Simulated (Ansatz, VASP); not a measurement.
## One calculation of PbS, two programs

```
CELL_PARAMETERS angstrom
0.00000 2.96575 2.96575
2.96575 0.00000 2.96575
2.96575 2.96575 0.00000
ATOMIC_POSITIONS crystal
Pb 0.00000 0.00000 0.00000
S 0.50337 0.49663 0.50337
```

Alike in both runs: task single point; functional PBE; k mesh 6 × 6 × 6; no spin polarisation.

|  | VASP | Ansatz |
| --- | --- | --- |
| version | VASP 6.6.1 | Ansatz 0.2.0 |
| potentials or method | VASP PAW PBE potentials, release 64 (Pb_d, S) | plane waves, PAW |
| plane-wave cutoff (eV) | 500 | 420 |
| occupations | gaussian, width 0.01 eV | fixed |
| valence electrons in the cell | 20 | 20 |

|  | VASP | Ansatz | Ansatz less VASP |
| --- | --- | --- | --- |
| rms of the force components (eV/Å) | 0.004 | 0.003 | -0.0002 |

Atom by atom the forces differ by 0.000 eV/Å (rms over components).

Neither program's run includes spin-orbit coupling.
